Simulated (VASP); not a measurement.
Write the native input for VASP 6.6.1 that does the following.

```
Task                   : single point
Functional             : PBEsol
Potentials or basis    : VASP PAW PBE potentials, release 64 (Tl_d)
Cutoff                 : 520 eV
k mesh                 : 6 × 6 × 6
Occupations            : gaussian, width 0.1 eV
Spin                   : no spin polarisation
Dipole correction      : no
Further INCAR settings : ALGO = Normal; EDIFF = 1e-07; NBANDS = 12
```

The structure of Tl lies in POSCAR:

```
Tl
1.0
    0.0000000000      2.2676439787      2.2676439787
    2.2676439787      0.0000000000      2.2676439787
    2.2676439787      2.2676439787      0.0000000000
Tl
1
Direct
    0.0000000000      0.0000000000      0.0000000000
```

These files were run (other wordings do the same):

INCAR

```
PREC = Accurate
ENCUT = 520
EDIFF = 1E-7
ISMEAR = 0
SIGMA = 0.1
LREAL = False
LASPH = True
NELM = 80
ALGO = Normal
ISIF = 2
LWAVE = False
LCHARG = False
GGA = PS
NBANDS = 12
```

KPOINTS

```
Automatic mesh
0
Gamma
  6 6 6
```

Potentials or basis: VASP PAW PBE potentials, release 64 (Tl_d).

Launch:

```sh
$ cat potpaw_PBE.64/Tl_d/POTCAR > POTCAR
$ mpirun -np 1 vasp_std > vasp.out
```

Results of the run:

```yaml
Pressure: 12.9 GPa
```

Caveat: the k points lie up to 0.40 Å⁻¹ apart; the PAW data sets were made with another functional, which shifts forces and pressure a little.

Wall time 2.6 s on 1 thread of Intel(R) Xeon(R) 6975P-C (Granite Rapids), on a shared host, peak memory 0.13 GiB.
